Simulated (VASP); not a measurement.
W:

```
W
1.0
     0.00000    2.03000    2.03000
     2.03000    0.00000    2.03000
     2.03000    2.03000    0.00000
W
1
Direct
  0.00000 0.00000 0.00000
```

| Item | Value |
| --- | --- |
| Program | VASP 6.6.1 |
| Task | relaxation of cell and atoms |
| Functional | BLYP |
| Dispersion | D4 |
| Potentials or basis | VASP PAW PBE potentials, release 64 (W_sv) |
| Cutoff | 600 eV |
| k mesh | 11 × 11 × 11 |
| Occupations | fermi-dirac, width 0.05 eV |
| Spin | no spin polarisation |

At the start: pressure -5.8 GPa; volume 16.73 Å³/atom.

Problem. How do energy, volume and symmetry change on relaxing?

Solution. Over 4 steps the energy falls by 6.3 meV/atom and the volume is 16.39 Å³/atom (-2.1 %); space group Fm-3m (No. 225, to 0.05 Å).

Step by step:
```csv
step,energy change (eV),largest force (eV/Å),pressure (GPa),volume (Å³)
1,0.0000,0.0000,-5.82,16.73
2,0.0663,0.0000,22.74,15.30
3,-0.0063,0.0000,-0.19,16.40
4,-0.0063,0.0000,-0.02,16.39
```

Final structure:
```
W
1.0
     0.00000    2.01594    2.01594
     2.01594    0.00000    2.01594
     2.01594    2.01594    0.00000
W
1
Direct
  0.00000 0.00000 0.00000
```

Caveat: the PAW data sets were made with another functional, which shifts forces and pressure a little; pairwise dispersion overbinds metals, which lowers pressure and volume.
